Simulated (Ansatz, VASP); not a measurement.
## ZrReH: VASP beside Ansatz

```xyz
6
Lattice="3.1381 0.0000 0.0000 0.0000 3.1381 0.0000 0.0000 0.0000 8.0460" Properties=species:S:1:pos:R:3 pbc="T T T"
Zr    0.0000    1.5690    1.3958
Zr    1.5690    0.0000    6.6502
H     0.0000    0.0000    0.0000
H     1.5690    1.5690    0.0000
Re    0.0000    1.5690    4.7121
Re    1.5690    0.0000    3.3339
```

Alike in both runs: functional r2SCAN; k mesh 5 × 5 × 3; no spin polarisation.

Ansatz relaxed the structure, and its values are those at the end. VASP's run is a single point on that final structure, the one shown.

|  | VASP | Ansatz |
| --- | --- | --- |
| version | VASP 6.6.1 | Ansatz 0.2.0 |
| potentials or method | VASP PAW PBE potentials, release 64 (Zr_sv, H, Re), cutoff 520 eV | PAW plane waves |
| occupations | fermi-dirac, width 0.1 eV | fermi-dirac |
| valence electrons in the cell | 40 | 56 |

Ansatz gave:

| Property | Result |
| --- | --- |
| gap on the k mesh at the Fermi level (eV) | none |
| pressure (GPa) | 0.0 |
| rms of the force components (eV/Å) | 0.003 |

Question: Estimate VASP's values.

Answer: gap on the k mesh at the Fermi level (eV): none; pressure (GPa): -0.3; rms of the force components (eV/Å): 0.010.

VASP's potentials were made for PBE, not for r2SCAN. A gap of «none» marks a metal or a gap that the smearing closes. VASP's potentials hold 40 valence electrons a cell and Ansatz's 56, so a difference there can come from the potentials and not from the codes.

The k mesh is coarse, so the values compare programs but aren't converged. Spin-orbit coupling is off throughout.
